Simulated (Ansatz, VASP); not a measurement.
**MgO: VASP beside Ansatz**

The input POSCAR:

```
MgO
1.0
    0.0000000000      2.1351500000      2.1351500000
    2.1351500000      0.0000000000      2.1351500000
    2.1351500000      2.1351500000      0.0000000000
Mg O
1 1
Direct
    0.0000000000      0.0000000000      0.0000000000
    0.4824368311      0.4824368311      0.5175631689
```

The input INCAR.step1:

```
PREC = Accurate
ENCUT = 750
ISMEAR = 0
SIGMA = 0.05
LREAL = F
LASPH = T
NELM = 120
NBANDS = 15
GGA = PE
ALGO = Normal
EDIFF = 1E-5
LWAVE = T
LCHARG = F
GGA_COMPAT = F
```

File INCAR.step2:

```
PREC = Accurate
ENCUT = 750
EDIFF = 1E-6
ISMEAR = 0
SIGMA = 0.05
LREAL = F
LASPH = T
NELM = 120
ALGO = Normal
ISIF = 2
LWAVE = F
LCHARG = F
METAGGA = R2SCAN
LMIXTAU = T
NBANDS = 15
ISTART = 1
GGA_COMPAT = F
```

File KPOINTS:

```
regular mesh
0
Gamma
  10 10 10
```

Input for Ansatz:

```yaml
crystal:
  lattice:
    - [0.0, 2.13515, 2.13515]
    - [2.13515, 0.0, 2.13515]
    - [2.13515, 2.13515, 0.0]
  atoms:
    - { symbol: Mg, position: [0.0, 0.0, 0.0] }
    - { symbol: O, position: [0.4824368311, 0.4824368311, 0.5175631689] }
basis:
  ecutwfc: 500
kpoints:
  mp_grid: { grid: [10, 10, 10] }
hamiltonian:
  xc: r2scan
scf:
  occupations: { method: gaussian, width: 0.05 }
output:
  forces: true
  stress: true
  eigenvalues: true
```

Change from the starting cell: all O atoms moved +0.075 Å, as atom 2 towards its neighbour atom 1 (Mg) at 2.135 Å.

Alike in both runs: task single point; functional r2SCAN; k mesh 10 × 10 × 10; occupations gaussian, width 0.05 eV; no spin polarisation.

```csv
,VASP,Ansatz
version,VASP 6.6.1,Ansatz 0.2.0
potentials or method,"VASP PAW PBE potentials, release 64 (Mg_sv, O), cutoff 750 eV","scalar-relativistic, plane waves, PAW"
valence electrons in the cell,16,16
```

Ansatz gave:

```
gap on the k mesh at the Fermi level (eV)                     : 5.22
least direct gap on the mesh (eV)                             : 5.22
pressure (GPa)                                                : -6.6
traceless stress, the component that is largest in VASP (GPa) : 1.15
rms of the force components (eV/Å)                            : 0.202
```

Estimate VASP's values.

gap on the k mesh at the Fermi level (eV): 5.24; least direct gap on the mesh (eV): 5.24; pressure (GPa): -6.6; traceless stress, the component that is largest in VASP (GPa): 1.16; rms of the force components (eV/Å): 0.206.

VASP's potentials were made for PBE, not for r2SCAN. Atom by atom the forces differ by 0.004 eV/Å (rms over components). With one functional, cell and mesh, what is left measures potentials, basis and numerics.
